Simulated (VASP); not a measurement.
A run of VASP 6.6.1 is set up as follows.

INCAR

```
SYSTEM = Si
PREC     = Accurate       ! precision mode
ENCUT    = 520            ! plane-wave cutoff, eV
EDIFF    = 1E-7           ! SCF threshold, eV
ISMEAR   = 0              ! smearing method
SIGMA    = 0.1            ! smearing width, eV
LREAL    = .FALSE.        ! projectors in reciprocal space
LASPH    = .TRUE.         ! aspherical terms in the spheres
NELM     = 100            ! most SCF steps
ALGO     = Normal         ! electronic algorithm
ISIF     = 2              ! what is computed and relaxed
LWAVE    = .FALSE.        ! write WAVECAR
LCHARG   = .FALSE.        ! write CHGCAR
GGA      = PE             ! functional
NBANDS   = 11             ! bands
```

File KPOINTS:

```
regular mesh
0
G
  6 6 6
  0 0 0
```

POSCAR

```
Si
1.0
    1.9677865900      1.1361021200      2.9799001800
   -1.9677865900      1.1361021200      2.9799001800
    0.0000000000     -2.2722042400      2.9799001800
Si
2
Direct
    0.5941707900      0.5941707900      0.5941707900
    0.4058292100      0.4058292100      0.4058292100
```

Potentials or basis: VASP PAW PBE potentials, release 64 (Si).

Launch:

```bash
$ cat potpaw_PBE.64/Si/POTCAR > POTCAR
$ mpirun -np 1 vasp_std > vasp.out
```

Predict the largest force.

23.759 eV/Å.

What does it give for the pressure?

40.9 GPa.

Forces in eV/Å, atoms in the order of the input:
```
Si    0.000   0.000  23.759
Si    0.000   0.000 -23.759
```

Caveat: the cell stands under pressure; forces of over 1 eV/Å act on the atoms, so gaps and moduli don't describe the material at rest.
